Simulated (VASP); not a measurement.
# BaTiO3 (P4mm) in VASP: further runs

The runs below take BaTiO3 through single point, with PBEsol.

Program: VASP 6.6.1. These are calculated values, not measurements. Logs are shortened: lines on timing, memory, paths and dates and some standing lists are left out, and cuts for length are marked.

## 1. The cell of the first run

The structure is tetragonal, space group P4mm (No. 99). The conventional cell has a = 3.955 Å, b = 3.955 Å, c = 3.923 Å, α = 90.00°, β = 90.00°, γ = 90.00°. Within 3.6 Å of Ba (site symmetry 4mm) lie 12 O at 2.77 to 2.80 Å and 8 Ti at 3.40 to 3.43 Å. Within 2.5 Å of Ti (site symmetry 4mm) lie 6 O at 1.90 to 2.02 Å. Within 2.6 Å of O (site symmetry 2mm) lie 2 Ti at 1.98 Å. O (site symmetry 4mm) has 2 Ti at 1.90 to 2.02 Å within 2.5 Å.

## 2. Single point, PBEsol

Input file INCAR:

```
PREC = Accurate ; ENCUT = 520
EDIFF = 1E-7 ; ISMEAR = 0
SIGMA = 0.02 ; LREAL = F
LASPH = T ; NELM = 80
ALGO = Normal ; ISIF = 2
LWAVE = F ; LCHARG = T
GGA = PS ; LELF = T
LVHAR = T ; NBANDS = 28
```

Input file KPOINTS:

```
regular mesh
0
Gamma
  8 8 8
```

Input file POSCAR:

```
BaTiO3
1.0
    3.9554885124      0.0000000000      0.0000000000
    0.0000000000      3.9554885124      0.0000000000
    0.0000000000      0.0000000000      3.9227184213
Ba Ti O
1 1 3
Direct
    0.5000000000      0.5000000000      0.5751964848
    0.0000000000      0.0000000000      0.0819688562
    0.0000000000      0.5000000000      0.0684603812
    0.5000000000      0.0000000000      0.0684603812
    0.0000000000      0.0000000000      0.5659108864
```

Potentials or basis: VASP PAW PBE potentials, release 64 (Ba_sv, Ti_sv, O).

Run with:

```console
$ cat potpaw_PBE.64/Ba_sv/POTCAR potpaw_PBE.64/Ti_sv/POTCAR potpaw_PBE.64/O/POTCAR > POTCAR
$ mpirun -np 1 vasp_std > vasp.out
```

OUTCAR:

```text
PREC = Accurate
   ENCUT = 520
   EDIFF = 1E-7
   ISMEAR = 0
   LREAL = F
   LASPH = T
   NELM = 80
   ISIF = 2
   GGA = PS

 ion  position               nearest neighbor table
   1  0.500  0.500  0.575-   3 2.77   4 2.77   4 2.77   3 2.77   5 2.80   5 2.80   5 2.80   5 2.80
                             3 2.80   4 2.80   3 2.80   4 2.80   2 3.40   2 3.40   2 3.40   2 3.40
   2  0.000  0.000  0.082-   5 1.90   4 1.98   3 1.98   3 1.98   4 1.98   5 2.02   1 3.40   1 3.40
                             1 3.40   1 3.40   1 3.43   1 3.43   1 3.43   1 3.43
   3  0.000  0.500  0.068-   2 1.98   2 1.98   1 2.77   1 2.77   1 2.80   1 2.80
   4  0.500  0.000  0.068-   2 1.98   2 1.98   1 2.77   1 2.77   1 2.80   1 2.80
   5  0.000  0.000  0.566-   2 1.90   2 2.02   1 2.80   1 2.80   1 2.80   1 2.80

  LATTYP: Found a simple tetragonal cell.
 ALAT       =     3.9554885124
 C/A-ratio  =     0.9917152860

  Lattice vectors:

 A1 = (   3.9554885124,   0.0000000000,   0.0000000000)
 A2 = (   0.0000000000,   3.9554885124,   0.0000000000)
 A3 = (   0.0000000000,   0.0000000000,   3.9227184213)

Analysis of symmetry for initial positions (statically):
=====================================================================
 Subroutine PRICEL returns:
 Original cell was already a primitive cell.

 Routine SETGRP: Setting up the symmetry group for a
 simple tetragonal supercell.

 Subroutine GETGRP returns: Found  8 space group operations
 (whereof  8 operations were pure point group operations)
 out of a pool of 16 trial point group operations.

The static configuration has the point symmetry C_4v.

Analysis of symmetry for dynamics (positions and initial velocities):
=====================================================================
 Subroutine PRICEL returns:
 Original cell was already a primitive cell.

 Routine SETGRP: Setting up the symmetry group for a
 simple tetragonal supercell.

 Subroutine GETGRP returns: Found  8 space group operations
 (whereof  8 operations were pure point group operations)
 out of a pool of 16 trial point group operations.

The dynamic configuration has the point symmetry C_4v.

 Subroutine INISYM returns: Found  8 space group operations
 (whereof  8 operations are pure point group operations),
 and found     1 'primitive' translations

----------------------------------------------------------------------------------------

                                     Primitive cell

  volume of cell :      61.3744

  direct lattice vectors                    reciprocal lattice vectors
     3.955488512  0.000000000  0.000000000     0.252813274  0.000000000  0.000000000
     0.000000000  3.955488512  0.000000000     0.000000000  0.252813274  0.000000000
     0.000000000  0.000000000  3.922718421     0.000000000  0.000000000  0.254925257

  length of vectors
     3.955488512  3.955488512  3.922718421     0.252813274  0.252813274  0.254925257

  position of ions in fractional coordinates (direct lattice)
     0.500000000  0.500000000  0.575196485
     0.000000000  0.000000000  0.081968856
     0.000000000  0.500000000  0.068460381
     0.500000000  0.000000000  0.068460381
     0.000000000  0.000000000  0.565910886

  ion indices of the primitive-cell ions
   primitive index   ion index
                 1           1
                 2           2
                 3           3
                 4           4
                 5           5

----------------------------------------------------------------------------------------

 KPOINTS: regular mesh

Automatic generation of k-mesh.
 Grid dimensions read from file:
 generate k-points for:    8    8    8

 Generating k-lattice:

  Cartesian coordinates                     Fractional coordinates (reciprocal lattice)
     0.031601659  0.000000000  0.000000000     0.125000000  0.000000000  0.000000000
     0.000000000  0.031601659  0.000000000     0.000000000  0.125000000  0.000000000
     0.000000000  0.000000000  0.031865657     0.000000000  0.000000000  0.125000000

  Length of vectors
     0.031601659  0.031601659  0.031865657

  Shift w.r.t. Gamma in fractional coordinates (k-lattice)
     0.000000000  0.000000000  0.000000000

 Subroutine IBZKPT returns following result:
 ===========================================

 Found     75 irreducible k-points:

 Following reciprocal coordinates:
            Coordinates               Weight
  0.000000  0.000000  0.000000      1.000000
  0.125000  0.000000  0.000000      4.000000
  0.250000  0.000000  0.000000      4.000000
  0.375000  0.000000  0.000000      4.000000
  0.500000  0.000000  0.000000      2.000000
  0.125000  0.125000  0.000000      4.000000
[... 16 lines left out ...]
  0.375000  0.125000  0.125000     16.000000
  0.500000  0.125000  0.125000      8.000000
 [... further k-points ...]
   k-points           NKPTS =     75   k-points in BZ     NKDIM =     75   number of bands    NBANDS=     28
   number of dos      NEDOS =    301   number of ions     NIONS =      5
   total plane-waves  NPLWV =  27000
   dimension x,y,z NGX =    30 NGY =   30 NGZ =   30
   dimension x,y,z NGXF=    60 NGYF=   60 NGZF=   60
   ions per type =               1   1   3
   NGX,Y,Z   is equivalent  to a cutoff of  12.61, 12.61, 12.71 a.u.
   NGXF,Y,Z  is equivalent  to a cutoff of  25.22, 25.22, 25.43 a.u.
 SYSTEM =  unknown system
   PREC   = accura    normal or accurate (medium, high low for compatibility)
   ISTART =      0    job   : 0-new  1-cont  2-samecut
   ICHARG =      2    charge: 1-file 2-atom 10-const
   ISPIN  =      1    spin polarized calculation?
   LNONCOLLINEAR =      F non collinear calculations
   LSORBIT =      F    spin-orbit coupling
   LASPH  =      T    aspherical Exc in radial PAW
   ENCUT  =  520.0 eV  38.22 Ry    6.18 a.u.   7.35  7.35  7.29*2*pi/ulx,y,z
   NELM   =     80;   NELMIN=  2; NELMDL= -5     # of ELM steps
   EDIFF  = 0.1E-06   stopping-criterion for ELM
   LREAL  =      F    real-space projection
   EDIFFG = 0.1E-05   stopping-criterion for IOM
   NSW    =      0    number of steps for IOM
   IBRION =     -1    ionic relax: 0-MD 1-quasi-New 2-CG
   NFREE  =      0    steps in history (QN), initial steepest desc. (CG)
   ISIF   =      2    stress and relaxation
   ISYM   =      2    0-nonsym 1-usesym 2-fastsym
   POTIM  = 0.5000    time-step for ionic-motion
   TEBEG  =    0.0;   TEEND  =   0.0 temperature during run
   PSTRESS=    0.0 pullay stress
   NELECT =      40.0000    total number of electrons
   NUPDOWN=      -1.0000    fix difference up-down
   EMIN   =  10.00;   EMAX   =-10.00  energy-range for DOS
   EFERMI =   0.00;   METHOD = LEGACY
   ISMEAR =     0;   SIGMA  =   0.02  broadening in eV -4-tet -1-fermi 0-gaus
   EFERMI_NEDOS =   21; number of points for ismear=-14 and -15
   IALGO  =     38    algorithm
   IMIX   =      4    mixing-type and parameters
     AMIX     =   0.40;   BMIX     =  1.00
     AMIX_MAG =   1.60;   BMIX_MAG =  1.00
  volume/ion in A,a.u.               =      12.27        82.84
  Fermi-wavevector in a.u.,A,eV,Ry     =   1.419381  2.682241 27.410880  2.014643
  Thomas-Fermi vector in A             =   2.540408
   LORBIT       =      0    0 simple, 1 ext, 2 COOP (PROOUT), +10 PAW based schemes
   GGA     = PS    functional components
   LHFCALC =     F    Hartree Fock is set to
   AEXX    =    0.0000 exact exchange contribution
   IVDW    =     0    specifies the selected vdW correction
   LEPSILON=     F    determine dielectric tensor
   LRPA    =     F    only Hartree local field effects (RPA)
 non-spin polarized calculation
 Gauss-broadening in eV      SIGMA  =   0.02
  energy-cutoff  :      520.00
  volume of cell :       61.37
 maximum number of plane-waves:      1687
 NGX is ok and might be reduce to    30
   NGX = 15   NGY = 15   NGZ = 15

 number of electron      39.9999987 magnetization

 Free energy of the ion-electron system (eV)
  ---------------------------------------------------
  ext. energy  EPLUGINS =         0.00000000
  ---------------------------------------------------
  free energy    TOTEN  =       -41.94486638 eV

  energy without entropy =      -41.94486638  energy(sigma->0) =      -41.94486638

 E-fermi :   4.2694     XC(G=0): -11.7486

 val. band max:        4.0318668763   @ k =   0.5000   0.5000   0.5000
 cond. band min:       5.8245928756   @ k =   0.0000   0.0000   0.0000
 fundamental gap:      1.7927259993
 Fermi energy:         4.2693546857

 k-point     1 :       0.0000    0.0000    0.0000
  band No.  band energies     occupation
      1     -52.1201      2.00000
      2     -28.4884      2.00000
      3     -28.4686      2.00000
      4     -28.4686      2.00000
      5     -20.6368      2.00000
      6     -12.8792      2.00000
[... 20 lines left out ...]
     27       9.0353      0.00000
     28      11.7097      0.00000

 k-point     2 :       0.1250    0.0000    0.0000
  band No.  band energies     occupation
      1     -52.1199      2.00000
      2     -28.4880      2.00000
      3     -28.4782      2.00000
      4     -28.4683      2.00000
      5     -20.6149      2.00000
      6     -12.9024      2.00000
[... 20 lines left out ...]
     27       9.3604      0.00000
     28      12.0940      0.00000

 k-point     3 :       0.2500    0.0000    0.0000
  band No.  band energies     occupation
      1     -52.1194      2.00000
      2     -28.5014      2.00000
      3     -28.4871      2.00000
      4     -28.4673      2.00000
      5     -20.5611      2.00000
      6     -13.0103      2.00000
[... 20 lines left out ...]
     27      10.2150      0.00000
     28      12.5833      0.00000

 k-point     4 :       0.3750    0.0000    0.0000
  band No.  band energies     occupation
      1     -52.1189      2.00000
      2     -28.5243      2.00000
      3     -28.4861      2.00000
      4     -28.4664      2.00000
      5     -20.5060      2.00000
      6     -13.1565      2.00000
[... 20 lines left out ...]
     27      11.2480      0.00000
     28      12.4340      0.00000

 k-point     5 :       0.5000    0.0000    0.0000
  band No.  band energies     occupation
      1     -52.1187      2.00000
      2     -28.5337      2.00000
      3     -28.4858      2.00000
      4     -28.4660      2.00000
      5     -20.4827      2.00000
      6     -13.2218      2.00000
[... 20 lines left out ...]
     27      11.7633      0.00000
     28      12.3716      0.00000

 k-point     6 :       0.1250    0.1250    0.0000
  band No.  band energies     occupation
      1     -52.1197      2.00000
      2     -28.4876      2.00000
      3     -28.4781      2.00000
      4     -28.4775      2.00000
      5     -20.5942      2.00000
      6     -12.9067      2.00000
[... 463 lines left out ...]
      5     -20.5734      2.00000
      6     -12.8785      2.00000
[... 20 lines left out ...]
     27       9.9357      0.00000
     28      12.3050      0.00000

 k-point    22 :       0.2500    0.1250    0.1250
  band No.  band energies     occupation
      1     -52.1190      2.00000
      2     -28.5003      2.00000
      3     -28.4971      2.00000
      4     -28.4763      2.00000
      5     -20.5252      2.00000
      6     -12.9142      2.00000
[... 20 lines left out ...]
     27      10.7261      0.00000
     28      12.5900      0.00000

 k-point    23 :       0.3750    0.1250    0.1250
  band No.  band energies     occupation
      1     -52.1185      2.00000
      2     -28.5230      2.00000
      3     -28.4961      2.00000
      4     -28.4753      2.00000
      5     -20.4759      2.00000
      6     -13.0077      2.00000
[... 20 lines left out ...]
     27      11.6965      0.00000
     28      12.9013      0.00000

 k-point    24 :       0.5000    0.1250    0.1250
  band No.  band energies     occupation
      1     -52.1183      2.00000
      2     -28.5323      2.00000
      3     -28.4957      2.00000
      4     -28.4749      2.00000
      5     -20.4552      2.00000
      6     -13.0559      2.00000
[... 20 lines left out ...]
     27      12.1139      0.00000
     28      13.0418      0.00000

 [... further k-points ...]
[... 5 lines left out ...]
  --------------------------------------------------------------------------------------
  -------------------------------------------------------------------------------------
  Total        1.9740061      1.9740061      2.9889154      0.0000000     -0.0000000      0.0000000
  in kB       51.5313688     51.5313688     78.0255468      0.0000000     -0.0000000      0.0000000
  external PRESSURE =      60.3627615 kB  Pullay stress =       0.0000000 kB

 VOLUME and BASIS-vectors are now :
 -----------------------------------------------------------------------------
  energy-cutoff  :      520.00
  volume of cell :       61.37
      direct lattice vectors                 reciprocal lattice vectors
     3.955488512  0.000000000  0.000000000     0.252813274  0.000000000  0.000000000
     0.000000000  3.955488512  0.000000000     0.000000000  0.252813274  0.000000000
     0.000000000  0.000000000  3.922718421     0.000000000  0.000000000  0.254925257

 POSITION                                       TOTAL-FORCE (eV/Angst)
 -----------------------------------------------------------------------------------
      1.97774      1.97774      2.25633         0.000000      0.000000     -0.013989
      0.00000      0.00000      0.32154        -0.000000      0.000000     -0.019809
      0.00000      1.97774      0.26855         0.000000     -0.000000      0.007157
      1.97774      0.00000      0.26855         0.000000      0.000000      0.007157
      0.00000      0.00000      2.21991         0.000000      0.000000      0.019484
 -----------------------------------------------------------------------------------
    total drift:                                0.000000     -0.000000      0.000016

  FREE ENERGIE OF THE ION-ELECTRON SYSTEM (eV)
  ---------------------------------------------------
  free  energy   TOTEN  =       -41.9448663823 eV

  energy  without entropy=      -41.9448663823  energy(sigma->0) =      -41.94486638
```

Run time: 2.3 min. Hardware: 1 thread of AMD EPYC 7R43 (Zen 3), shared host; peak memory 0.22 GiB.

What came out:

```yaml
Free_energy: -41.9449 eV
Pressure: 6.0 GPa
Largest_force: 0.020 eV/Å
Band_gap_on_the_k_mesh: 1.79 eV (least direct gap 1.91 eV)
```

Forces in eV/Å, atoms in the order of the input:
```
Ba   0.000  0.000 -0.014
Ti   0.000  0.000 -0.020
O    0.000  0.000  0.007
O    0.000  0.000  0.007
O    0.000  0.000  0.019
```

Levels at points of the mesh, in eV from the valence-band top:
```csv
k point,band 17,band 18,band 19,band 20,band 21,band 22,band 23,band 24
"(0.00, 0.00, 0.00)",-1.16,-0.14,-0.14,-0.12,1.79,1.88,1.88,4.24
"(0.50, 0.00, 0.00)",-1.86,-1.82,-0.77,-0.74,2.06,3.70,3.72,4.33
"(0.50, 0.50, 0.00)",-1.71,-0.92,-0.92,-0.10,3.73,3.73,4.14,5.22
"(0.00, 0.00, 0.50)",-2.00,-2.00,-0.71,-0.71,1.99,3.81,3.81,4.25
"(0.50, 0.00, 0.50)",-1.71,-0.81,-0.81,-0.10,3.72,3.82,4.19,5.16
"(0.50, 0.50, 0.50)",-2.32,0.00,0.00,0.00,4.44,4.49,4.49,6.76
```

Caveat: the cell stands under pressure; the PAW data sets were made with another functional, which shifts forces and pressure a little; spin-orbit coupling is left out, which moves the levels of the heavy elements. A k mesh can miss the band edges.

## 3. Single point, PBEsol (strain along c alone, the other axes held: -1.5 %, then relaxed in part)

Input file INCAR:

```
  ALGO = Normal
  EDIFF = 1E-6
  ENCUT = 520
  GGA = PS
  ISIF = 2
  ISMEAR = 0
  LASPH = T
  LCHARG = F
  LREAL = F
  LWAVE = F
  NBANDS = 28
  NELM = 60
  PREC = Accurate
  SIGMA = 0.02
```

Input file KPOINTS:

```
k-points
0
Gamma
  8 8 8
```

Input file POSCAR:

```
BaTiO3
1.0
    3.9554885124      0.0000000000      0.0000000000
    0.0000000000      3.9554885124      0.0000000000
    0.0000000000      0.0000000000      3.9833790154
Ba Ti O
1 1 3
Direct
    0.5000000000      0.5000000000      0.5791188935
    0.0000000000      0.0000000000      0.0914878643
    0.0000000000      0.5000000000      0.0653424583
    0.5000000000      0.0000000000      0.0653424583
    0.0000000000      0.0000000000      0.5587053155
```

Potentials or basis: VASP PAW PBE potentials, release 64 (Ba_sv, Ti_sv, O).

Run with:

```console
$ cat potpaw_PBE.64/Ba_sv/POTCAR potpaw_PBE.64/Ti_sv/POTCAR potpaw_PBE.64/O/POTCAR > POTCAR
$ mpirun -np 1 vasp_std > vasp.out
```

Run time: 2 min. Hardware: 1 thread of AMD EPYC 7R43 (Zen 3), shared host; peak memory 0.23 GiB.

It converged, with:

- Free energy: -41.9796 eV
- Pressure: 3.8 GPa
- Largest force: 0.038 eV/Å
- Band gap on the k mesh: 1.79 eV (least direct gap 2.08 eV)

Forces in eV/Å, atoms in the order of the input:
```
Ba   0.000  0.000 -0.028
Ti   0.000  0.000 -0.038
O    0.000  0.000  0.014
O    0.000  0.000  0.014
O    0.000  0.000  0.038
```

Stress tensor (GPa, compression positive):
```
3.46 0.00 0.00
0.00 3.46 0.00
0.00 0.00 4.52
```

Levels at points of the mesh, in eV from the valence-band top:
```csv
k point,band 17,band 18,band 19,band 20,band 21,band 22,band 23,band 24
"(0.00, 0.00, 0.00)",-1.22,-0.31,-0.29,-0.29,1.79,2.03,2.03,4.23
"(0.50, 0.00, 0.00)",-1.91,-1.79,-0.99,-0.88,2.18,3.66,3.70,4.29
"(0.50, 0.50, 0.00)",-1.79,-0.98,-0.98,-0.09,3.71,3.71,4.10,4.95
"(0.00, 0.00, 0.50)",-2.03,-2.03,-0.72,-0.72,1.97,3.71,3.71,4.23
"(0.50, 0.00, 0.50)",-1.75,-0.91,-0.89,-0.20,3.68,3.72,4.08,5.10
"(0.50, 0.50, 0.50)",-2.45,-0.11,-0.11,0.00,4.37,4.37,4.38,6.59
```

Caveat: the cell differs from its parent crystal (strain along c alone, the other axes held: -1.5 %, then relaxed in part); the cell stands under pressure; the PAW data sets were made with another functional, which shifts forces and pressure a little; spin-orbit coupling is left out, which moves the levels of the heavy elements.

## 4. Single point, PBEsol

This run uses another cell than the first one, of 12.46 Å³/atom.

Input file INCAR:

```
SYSTEM = BaTiO3
ALGO = Normal ; EDIFF = 1E-6
ENCUT = 520 ; GGA = PS
ISIF = 2 ; ISMEAR = 0
LASPH = .True. ; LCHARG = .False.
LREAL = .False. ; LWAVE = .False.
NBANDS = 28 ; NELM = 100
PREC = Accurate ; SIGMA = 0.02
```

Input file KPOINTS:

```
k-points
0
Gamma
  8 8 8
  0 0 0
```

POSCAR is that of step 3.

Run with:

```console
$ cat potpaw_PBE.64/Ba_sv/POTCAR potpaw_PBE.64/Ti_sv/POTCAR potpaw_PBE.64/O/POTCAR > POTCAR
$ mpirun -np 1 vasp_std > vasp.out
```

Run time: 2 min. Hardware: 1 thread of AMD EPYC 7R43 (Zen 3), shared host; peak memory 0.23 GiB.

Results (log left out):

```
Free energy            : -41.9796 eV
Pressure               : 3.8 GPa
Largest force          : 0.038 eV/Å
Band gap on the k mesh : 1.79 eV (least direct gap 2.08 eV)
```

Forces in eV/Å, atoms in the order of the input:
```
Ba   0.000  0.000 -0.028
Ti   0.000  0.000 -0.038
O    0.000  0.000  0.014
O    0.000  0.000  0.014
O    0.000  0.000  0.038
```

Stress tensor (GPa, compression positive):
```
3.46 0.00 0.00
0.00 3.46 0.00
0.00 0.00 4.52
```

Levels at points of the mesh, in eV from the valence-band top:
```
           k point  band 16  band 17  band 18  band 19  band 20  band 21  band 22  band 23  band 24  band 25
(0.00, 0.00, 0.00)    -1.33    -1.22    -0.31    -0.29    -0.29     1.79     2.03     2.03     4.23     4.32
(0.50, 0.00, 0.00)    -2.07    -1.91    -1.79    -0.99    -0.88     2.18     3.66     3.70     4.29     6.18
(0.50, 0.50, 0.00)    -2.91    -1.79    -0.98    -0.98    -0.09     3.71     3.71     4.10     4.95     7.87
(0.00, 0.00, 0.50)    -2.04    -2.03    -2.03    -0.72    -0.72     1.97     3.71     3.71     4.23     6.33
(0.50, 0.00, 0.50)    -2.85    -1.75    -0.91    -0.89    -0.20     3.68     3.72     4.08     5.10     7.86
(0.50, 0.50, 0.50)    -2.46    -2.45    -0.11    -0.11     0.00     4.37     4.37     4.38     6.59     6.73
```

Caveat: the cell stands under pressure; the PAW data sets were made with another functional, which shifts forces and pressure a little; spin-orbit coupling is left out, which moves the levels of the heavy elements.
